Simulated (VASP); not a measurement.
# As (Im-3m) in VASP: further runs

As is run at these levels: BLYP; tasks: single point, relaxation of cell and atoms.

Everything below comes from runs of VASP 6.6.1. Logs are shortened: lines on timing, memory, paths and dates and some standing lists are left out, and cuts for length are marked.

## Step 1: The cell of the first run

Symmetry: Im-3m, No. 229, cubic system. Conventional cell: a = 3.481 Å, b = 3.481 Å, c = 3.481 Å, α = 90.00°, β = 90.00°, γ = 90.00°. As (site symmetry m-3m) has 14 As at 3.01 to 3.48 Å within 4.0 Å.

## Step 2: Single point, BLYP

The input, INCAR:

```
  AGGAC = 1.0
  AGGAX = 1.0
  ALDAC = 0.0
  ALDAX = 1.0
  ALGO = Normal
  EDIFF = 1E-6
  ENCUT = 500
  GGA = B5
  GGA_COMPAT = F
  ISIF = 2
  ISMEAR = -1
  LASPH = T
  LCHARG = T
  LELF = T
  LREAL = F
  LVHAR = T
  LWAVE = F
  NBANDS = 8
  NELM = 120
  PREC = Accurate
  SIGMA = 0.1
```

The input, KPOINTS:

```
k-points
0
Gamma
  13 13 13
```

The input, POSCAR:

```
As
1.0
   -1.7403445870      1.7403445870      1.7403445870
    1.7403445870     -1.7403445870      1.7403445870
    1.7403445870      1.7403445870     -1.7403445870
As
1
Direct
    0.0000000000      0.0000000000      0.0000000000
```

Potentials or basis: VASP PAW PBE potentials, release 64 (As).

Launch:

```sh
$ cat potpaw_PBE.64/As/POTCAR > POTCAR
$ mpirun -np 1 vasp_std > vasp.out
```

OUTCAR:

```text
EDIFF = 1E-6
   ENCUT = 500
   GGA = B5
   ISIF = 2
   ISMEAR = -1
   LASPH = T
   LREAL = F
   NELM = 120
   PREC = Accurate

 ion  position               nearest neighbor table
   1  0.000  0.000  0.000-

  LATTYP: Found a body centered cubic cell.
 ALAT       =     3.4806891740

  Lattice vectors:

 A1 = (  -1.7403445870,   1.7403445870,   1.7403445870)
 A2 = (   1.7403445870,  -1.7403445870,   1.7403445870)
 A3 = (   1.7403445870,   1.7403445870,  -1.7403445870)

Analysis of symmetry for initial positions (statically):
=====================================================================
 Subroutine PRICEL returns:
 Original cell was already a primitive cell.

 Routine SETGRP: Setting up the symmetry group for a
 body centered cubic supercell.

 Subroutine GETGRP returns: Found 48 space group operations
 (whereof 48 operations were pure point group operations)
 out of a pool of 48 trial point group operations.

The static configuration has the point symmetry O_h .

Analysis of symmetry for dynamics (positions and initial velocities):
=====================================================================
 Subroutine PRICEL returns:
 Original cell was already a primitive cell.

 Routine SETGRP: Setting up the symmetry group for a
 body centered cubic supercell.

 Subroutine GETGRP returns: Found 48 space group operations
 (whereof 48 operations were pure point group operations)
 out of a pool of 48 trial point group operations.

The dynamic configuration has the point symmetry O_h .

 Subroutine INISYM returns: Found 48 space group operations
 (whereof 48 operations are pure point group operations),
 and found     1 'primitive' translations

----------------------------------------------------------------------------------------

                                     Primitive cell

  volume of cell :      21.0846

  direct lattice vectors                    reciprocal lattice vectors
    -1.740344587  1.740344587  1.740344587     0.000000000  0.287299425  0.287299425
     1.740344587 -1.740344587  1.740344587     0.287299425  0.000000000  0.287299425
     1.740344587  1.740344587 -1.740344587     0.287299425  0.287299425  0.000000000

  length of vectors
     3.014365247  3.014365247  3.014365247     0.406302744  0.406302744  0.406302744

  position of ions in fractional coordinates (direct lattice)
     0.000000000  0.000000000  0.000000000

  ion indices of the primitive-cell ions
   primitive index   ion index
                 1           1

----------------------------------------------------------------------------------------

 KPOINTS: k-points

Automatic generation of k-mesh.
 Grid dimensions read from file:
 generate k-points for:   13   13   13

 Generating k-lattice:

  Cartesian coordinates                     Fractional coordinates (reciprocal lattice)
     0.000000000  0.022099956  0.022099956     0.076923077  0.000000000  0.000000000
     0.022099956  0.000000000  0.022099956     0.000000000  0.076923077  0.000000000
     0.022099956  0.022099956  0.000000000     0.000000000  0.000000000  0.076923077

  Length of vectors
     0.031254057  0.031254057  0.031254057

  Shift w.r.t. Gamma in fractional coordinates (k-lattice)
     0.000000000  0.000000000  0.000000000

 Subroutine IBZKPT returns following result:
 ===========================================

 Found     84 irreducible k-points:

 Following reciprocal coordinates:
            Coordinates               Weight
  0.000000  0.000000  0.000000      1.000000
  0.076923  0.000000  0.000000     12.000000
  0.153846  0.000000  0.000000     12.000000
  0.230769  0.000000  0.000000     12.000000
  0.307692  0.000000  0.000000     12.000000
  0.384615  0.000000  0.000000     12.000000
[... 16 lines left out ...]
  0.153846  0.076923  0.076923     24.000000
  0.230769  0.076923  0.076923     24.000000
 [... further k-points ...]
   k-points           NKPTS =     84   k-points in BZ     NKDIM =     84   number of bands    NBANDS=      8
   number of dos      NEDOS =    301   number of ions     NIONS =      1
   total plane-waves  NPLWV =  13824
   dimension x,y,z NGX =    24 NGY =   24 NGZ =   24
   dimension x,y,z NGXF=    48 NGYF=   48 NGZF=   48
   ions per type =               1
   NGX,Y,Z   is equivalent  to a cutoff of  13.24, 13.24, 13.24 a.u.
   NGXF,Y,Z  is equivalent  to a cutoff of  26.47, 26.47, 26.47 a.u.
 SYSTEM =  unknown system
   PREC   = accura    normal or accurate (medium, high low for compatibility)
   ISTART =      0    job   : 0-new  1-cont  2-samecut
   ICHARG =      2    charge: 1-file 2-atom 10-const
   ISPIN  =      1    spin polarized calculation?
   LNONCOLLINEAR =      F non collinear calculations
   LSORBIT =      F    spin-orbit coupling
   LASPH  =      T    aspherical Exc in radial PAW
   ENCUT  =  500.0 eV  36.75 Ry    6.06 a.u.   5.50  5.50  5.50*2*pi/ulx,y,z
   NELM   =    120;   NELMIN=  2; NELMDL= -5     # of ELM steps
   EDIFF  = 0.1E-05   stopping-criterion for ELM
   LREAL  =      F    real-space projection
   EDIFFG = 0.1E-04   stopping-criterion for IOM
   NSW    =      0    number of steps for IOM
   IBRION =     -1    ionic relax: 0-MD 1-quasi-New 2-CG
   NFREE  =      0    steps in history (QN), initial steepest desc. (CG)
   ISIF   =      2    stress and relaxation
   ISYM   =      2    0-nonsym 1-usesym 2-fastsym
   POTIM  = 0.5000    time-step for ionic-motion
   TEBEG  =    0.0;   TEEND  =   0.0 temperature during run
   PSTRESS=    0.0 pullay stress
   NELECT =       5.0000    total number of electrons
   NUPDOWN=      -1.0000    fix difference up-down
   EMIN   =  10.00;   EMAX   =-10.00  energy-range for DOS
   EFERMI =   0.00;   METHOD = LEGACY
   ISMEAR =    -1;   SIGMA  =   0.10  broadening in eV -4-tet -1-fermi 0-gaus
   EFERMI_NEDOS =   21; number of points for ismear=-14 and -15
   IALGO  =     38    algorithm
   IMIX   =      4    mixing-type and parameters
     AMIX     =   0.40;   BMIX     =  1.00
     AMIX_MAG =   1.60;   BMIX_MAG =  1.00
  volume/ion in A,a.u.               =      21.08       142.29
  Fermi-wavevector in a.u.,A,eV,Ry     =   1.013311  1.914881 13.970462  1.026800
  Thomas-Fermi vector in A             =   2.146473
   LORBIT       =      0    0 simple, 1 ext, 2 COOP (PROOUT), +10 PAW based schemes
   GGA     = B5    functional components
   LHFCALC =     F    Hartree Fock is set to
   AEXX    =    0.0000 exact exchange contribution
   IVDW    =     0    specifies the selected vdW correction
   LEPSILON=     F    determine dielectric tensor
   LRPA    =     F    only Hartree local field effects (RPA)
 non-spin polarized calculation
  energy-cutoff  :      500.00
  volume of cell :       21.08
 maximum number of plane-waves:       555
 NGX is ok and might be reduce to    24
   NGX = 11   NGY = 11   NGZ = 11

 number of electron       5.0000001 magnetization

 Free energy of the ion-electron system (eV)
  ---------------------------------------------------
  ext. energy  EPLUGINS =         0.00000000
  ---------------------------------------------------
  free energy    TOTEN  =        -3.38528965 eV

  energy without entropy =       -3.36238678  energy(sigma->0) =       -3.37383822

 E-fermi :   5.7218     XC(G=0):  -9.6403

 val. band max:        5.7197001698   @ k =   0.3077   0.1538   0.1538
 cond. band min:       5.7383487645   @ k =   0.2308   0.0000   0.0000
 fundamental gap:      0.0186485947
 Fermi energy:         5.7218499373

 k-point     1 :       0.0000    0.0000    0.0000
  band No.  band energies     occupation
      1      -8.3948      2.00000
      2      10.7182      0.00000
      3      10.7182      0.00000
      4      10.7182      0.00000
      5      18.4549      0.00000
      6      18.4549      0.00000
      7      18.4549      0.00000
      8      18.9562      0.00000

 k-point     2 :       0.0769    0.0000    0.0000
  band No.  band energies     occupation
      1      -8.2635      2.00000
      2       9.8738      0.00000
      3      10.3985      0.00000
      4      10.6558      0.00000
      5      17.9103      0.00000
      6      18.0183      0.00000
      7      19.0311      0.00000
      8      19.6693      0.00000

 k-point     3 :       0.1538    0.0000    0.0000
  band No.  band energies     occupation
      1      -7.8728      2.00000
      2       7.9659      0.00000
      3       9.6643      0.00000
      4      10.4801      0.00000
      5      16.6925      0.00000
      6      16.9014      0.00000
      7      20.1941      0.00000
      8      20.4014      0.00000

 k-point     4 :       0.2308    0.0000    0.0000
  band No.  band energies     occupation
      1      -7.2348      2.00000
      2       5.7383      0.91769
      3       8.8518      0.00000
      4      10.2282      0.00000
      5      15.4117      0.00000
      6      15.9495      0.00000
      7      20.4518      0.00000
      8      20.7362      0.00000

 k-point     5 :       0.3077    0.0000    0.0000
  band No.  band energies     occupation
      1      -6.3810      2.00000
      2       3.5489      2.00000
      3       8.1522      0.00000
      4       9.9602      0.00000
      5      14.4430      0.00000
      6      15.1961      0.00000
      7      20.9609      0.00000
      8      21.5837      0.00000
[... 177 lines left out ...]
 k-point    22 :       0.0769    0.0769    0.0769
  band No.  band energies     occupation
      1      -7.6159      2.00000
      2       7.1013      0.00000
      3       9.5616      0.00000
      4       9.5616      0.00000
      5      16.9755      0.00000
      6      16.9755      0.00000
      7      19.4280      0.00000
      8      20.8270      0.00000

 k-point    23 :       0.1538    0.0769    0.0769
  band No.  band energies     occupation
      1      -6.9864      2.00000
      2       5.3937      1.92757
      3       8.2524      0.00000
      4       9.0875      0.00000
      5      16.6484      0.00000
      6      16.6580      0.00000
      7      20.4876      0.00000
      8      21.2733      0.00000

 k-point    24 :       0.2308    0.0769    0.0769
  band No.  band energies     occupation
      1      -6.1478      2.00000
      2       3.5431      2.00000
      3       7.1676      0.00000
      4       8.6329      0.00000
      5      16.0728      0.00000
      6      16.4119      0.00000
      7      21.6654      0.00000
      8      21.7748      0.00000

 [... further k-points ...]

------------------------ aborting loop because EDIFF is reached ----------------------------------------

  FORCE on cell =-STRESS in cart. coord.  units (eV):
  Direction    XX          YY          ZZ          XY          YZ          ZX
  --------------------------------------------------------------------------------------
  -------------------------------------------------------------------------------------
  Total        0.0307902      0.0307902      0.0307902      0.0000000      0.0000000     -0.0000000
  in kB        2.3396840      2.3396840      2.3396840      0.0000000      0.0000000     -0.0000000
  external PRESSURE =       2.3396840 kB  Pullay stress =       0.0000000 kB

 VOLUME and BASIS-vectors are now :
 -----------------------------------------------------------------------------
  energy-cutoff  :      500.00
  volume of cell :       21.08
      direct lattice vectors                 reciprocal lattice vectors
    -1.740344587  1.740344587  1.740344587     0.000000000  0.287299425  0.287299425
     1.740344587 -1.740344587  1.740344587     0.287299425  0.000000000  0.287299425
     1.740344587  1.740344587 -1.740344587     0.287299425  0.287299425  0.000000000

 POSITION                                       TOTAL-FORCE (eV/Angst)
 -----------------------------------------------------------------------------------
      0.00000      0.00000      0.00000         0.000000      0.000000      0.000000
 -----------------------------------------------------------------------------------
    total drift:                                0.000000      0.000000      0.000000

  FREE ENERGIE OF THE ION-ELECTRON SYSTEM (eV)
  ---------------------------------------------------
  free  energy   TOTEN  =        -3.3852896537 eV

  energy  without entropy=       -3.3623867836  energy(sigma->0) =       -3.37383822
```

Run time: 15 s. Hardware: 1 thread of Intel Xeon 8259CL, shared host; peak memory 0.14 GiB.

Results:

| Property | Result |
| --- | --- |
| Free energy | -3.3853 eV |
| Pressure | 0.2 GPa |

Caveat: the PAW data sets were made with another functional, which shifts forces and pressure a little.

## Step 3: Relaxation of cell and atoms, BLYP

This run uses another cell than the first one, of 18.30 Å³/atom, 0.868 times its volume.

The input, INCAR:

```
  AGGAC = 1.0
  AGGAX = 1.0
  ALDAC = 0.0
  ALDAX = 1.0
  ALGO = Normal
  EDIFF = 1E-7
  EDIFFG = -0.01
  ENCUT = 500
  GGA = B5
  GGA_COMPAT = F
  IBRION = 2
  ISIF = 3
  ISMEAR = -1
  LASPH = T
  LCHARG = F
  LREAL = F
  LWAVE = F
  NELM = 120
  NELMIN = 4
  NSW = 80
  PREC = Accurate
  SIGMA = 0.1
```

KPOINTS is that of step 2.

The input, POSCAR:

```
As
1.0
   -1.6601131187      1.6601131187      1.6601131187
    1.6601131187     -1.6601131187      1.6601131187
    1.6601131187      1.6601131187     -1.6601131187
As
1
Direct
    0.0000000000      0.0000000000      0.0000000000
```

Potentials or basis: VASP PAW PBE potentials, release 64 (As).

Launch:

```sh
$ cat potpaw_PBE.64/As/POTCAR > POTCAR
$ mpirun -np 1 vasp_std > vasp.out
```

It took 41 s on 1 thread of Intel Xeon 8259CL, shared host; peak memory 0.14 GiB.

Results (log left out):

```
Free energy                            : -3.3852 eV
Relaxed volume                         : 21.14 Å³/atom
Relaxed cell                           : a = 3.017 Å, b = 3.017 Å, c = 3.017 Å, α = 109.47°, β = 109.47°, γ = 109.47°
Space group after relaxing (to 0.05 Å) : Im-3m (No. 229)
Energy gained by relaxing              : 96.1 meV/atom
Ionic steps                            : 3
Pressure after relaxing                : 0.1 GPa
```

The path:
| step | energy change (eV) | largest force (eV/Å) | pressure (GPa) | volume (Å³) |
| --- | --- | --- | --- | --- |
| 1 | 0.0000 | 0.0000 | 12.23 | 18.30 |
| 2 | -0.0862 | 0.0000 | -2.78 | 22.26 |
| 3 | -0.0961 | 0.0000 | 0.06 | 21.14 |

Final structure:
```xyz
1
Lattice="-1.7419 1.7419 1.7419 1.7419 -1.7419 1.7419 1.7419 1.7419 -1.7419" Properties=species:S:1:pos:R:3 pbc="T T T"
As    0.0000    0.0000    0.0000
```

Levels at points of the mesh, in eV from the Fermi level:
```csv
k point,band 1,band 2,band 3,band 4,band 5
"(0.00, 0.00, 0.00)",-14.10,4.98,4.98,4.98,12.72
```

Caveat: the volume moved by over 15 % at a fixed basis, so the end points are rough; the PAW data sets were made with another functional, which shifts forces and pressure a little.
